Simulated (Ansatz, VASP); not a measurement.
**One calculation of Li2Sb3, two programs**

The input INCAR:

```
SYSTEM = Li2Sb3
PREC = Accurate
ENCUT = 600
EDIFF = 1E-7
ISMEAR = 0
SIGMA = 0.1
LREAL = .FALSE.
LASPH = .TRUE.
NELM = 60
ALGO = Normal
ISIF = 3
LWAVE = .FALSE.
LCHARG = .FALSE.
GGA = PE
IBRION = 2
NSW = 90
EDIFFG = -0.04
```

File KPOINTS:

```
Automatic mesh
0
G
  6 6 4
  0 0 0
```

POSCAR

```
Li2Sb3
1.0
    4.2773206768      0.0000000000      0.0000000000
   -2.1386603384      3.7042683662      0.0000000000
    0.0000000000      0.0000000000      6.6548161798
Li Sb
2 3
Direct
    0.3333333333      0.6666666667      0.2450000000
    0.6666666667      0.3333333333      0.7550000000
    0.0000000000      0.0000000000      0.0000000000
    0.3333333333      0.6666666667      0.6450000000
    0.6666666667      0.3333333333      0.3550000000
```

Input for Ansatz:

```yaml
crystal:
  lattice:
    - [4.2773206768, 0.0, 0.0]
    - [-2.1386603384, 3.7042683662, 0.0]
    - [0.0, 0.0, 6.6548161798]
  atoms:
    - { symbol: Li, position: [0.3333333333, 0.6666666667, 0.245] }
    - { symbol: Li, position: [0.6666666667, 0.3333333333, 0.755] }
    - { symbol: Sb, position: [0.0, 0.0, 0.0] }
    - { symbol: Sb, position: [0.3333333333, 0.6666666667, 0.645] }
    - { symbol: Sb, position: [0.6666666667, 0.3333333333, 0.355] }
basis:
  ecutwfc: 420
kpoints:
  mp_grid: { grid: [6, 6, 4] }
hamiltonian:
  xc: pbe
scf:
  occupations: { method: gaussian, width: 0.1 }
  lower_state_search: "off"
output:
  forces: true
  stress: true
  eigenvalues: true
relax:
  adjacent_minimum: "off"
  f_tol: 0.04
  max_steps: 70
  cell: { stress_tol: 0.4 }
```

Alike in both runs: task relaxation of cell and atoms; functional PBE; k mesh 6 × 6 × 4; occupations gaussian, width 0.1 eV; no spin polarisation.

|  | VASP | Ansatz |
| --- | --- | --- |
| version | VASP 6.6.1 | Ansatz 0.2.0 |
| potentials or method | VASP PAW PBE potentials, release 64 (Li_sv, Sb), cutoff 600 eV | scalar-relativistic, plane waves, PAW |
| valence electrons in the cell | 21 | 51 |

|  | VASP | Ansatz | Ansatz less VASP |
| --- | --- | --- | --- |
| gap on the k mesh at the Fermi level, each at its own relaxed structure (eV) | none | none | - |
| relaxed volume (Å³/atom) | 23.40 | 23.34 | -0.056 |
| relaxed cell length with the largest relative difference (Å) | 5.996 | 6.194 | +0.1979 |

A gap of «none» marks a metal or a gap that the smearing closes. VASP's potentials hold 21 valence electrons a cell and Ansatz's 51, so a difference there can come from the potentials and not from the codes.

Spin-orbit coupling is off throughout. Noted on VASP's run: the cutoff is short for stress, so the pressure is rough.
